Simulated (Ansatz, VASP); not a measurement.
## One calculation of Al3InAs4, two programs

```
Al In As
1.0
     5.83585    0.00062   -0.00062
     0.00061    5.83830    0.00093
    -0.00062    0.00096    5.83588
Al In As
3 1 4
Direct
  0.49996 0.00008 0.00003
  0.99999 0.99996 0.49998
  0.99993 0.50001 0.99993
  0.49992 0.50003 0.49995
  0.76116 0.23886 0.76109
  0.76118 0.76106 0.23891
  0.23889 0.23890 0.23891
  0.23897 0.76109 0.76120
```

Change from the starting cell: cell x1, atoms moved at random (sigma 0.05 Å) and cell strained at random (1.5 %), then relaxed without symmetry.

Alike in both runs: functional PBE; k mesh 2 × 2 × 2; occupations gaussian, width 0.1 eV; no spin polarisation.

Ansatz relaxed the structure, and its values are those at the end. VASP's run is a single point on that final structure, the one shown.

```csv
,VASP,Ansatz
version,VASP 6.6.1,Ansatz 0.2.0
potentials or method,"VASP PAW PBE potentials, release 64 (Al, In_d, As), cutoff 520 eV","scalar-relativistic, plane waves, PAW"
valence electrons in the cell,42,82
```

```tsv
	VASP	Ansatz	Ansatz less VASP
gap on the k mesh at the Fermi level (eV)	1.14	1.14	-0.003
least direct gap on the mesh (eV)	1.14	1.14	-0.003
pressure (GPa)	0.1	0.0	-0.13
```

VASP's potentials hold 42 valence electrons a cell and Ansatz's 82, so a difference there can come from the potentials and not from the codes.

The k mesh is coarse, so the values compare programs but aren't converged.
